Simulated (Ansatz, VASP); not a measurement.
## Au: VASP beside Ansatz

```
Au
1.0
     2.91696    0.00000    0.00000
    -1.45848    2.52616    0.00000
     0.00000    0.00000    4.89003
Au
2
Direct
  0.41686 0.83372 0.75000
  0.58314 0.16628 0.25000
```

Change from the starting cell: mode 4 frozen in at +0.000 Å and mode 5 at +0.422 Å (largest displacements).

Alike in both runs: task single point; functional PBE; k mesh 18 × 18 × 10; occupations gaussian, width 0.15 eV; no spin polarisation.

```csv
,VASP,Ansatz
version,VASP 6.6.1,Ansatz 0.2.0
potentials or method,"VASP PAW PBE potentials, release 64 (Au), cutoff 500 eV","scalar-relativistic, plane waves, PAW"
valence electrons in the cell,22,38
```

|  | VASP | Ansatz | Ansatz less VASP |
| --- | --- | --- | --- |
| gap on the k mesh at the Fermi level (eV) | none | none | - |
| pressure (GPa) | 8.2 | 8.5 | +0.28 |
| traceless stress, the component that is largest in VASP (GPa) | 17.70 | 17.81 | +0.118 |
| rms of the force components (eV/Å) | 0.537 | 0.540 | +0.0036 |

Atom by atom the forces differ by 0.004 eV/Å (rms over components). A gap of «none» marks a metal or a gap that the smearing closes. With one functional, cell and mesh, what is left measures potentials, basis and numerics. VASP's potentials hold 22 valence electrons a cell and Ansatz's 38, so a difference there can come from the potentials and not from the codes.

Neither program's run includes spin-orbit coupling.
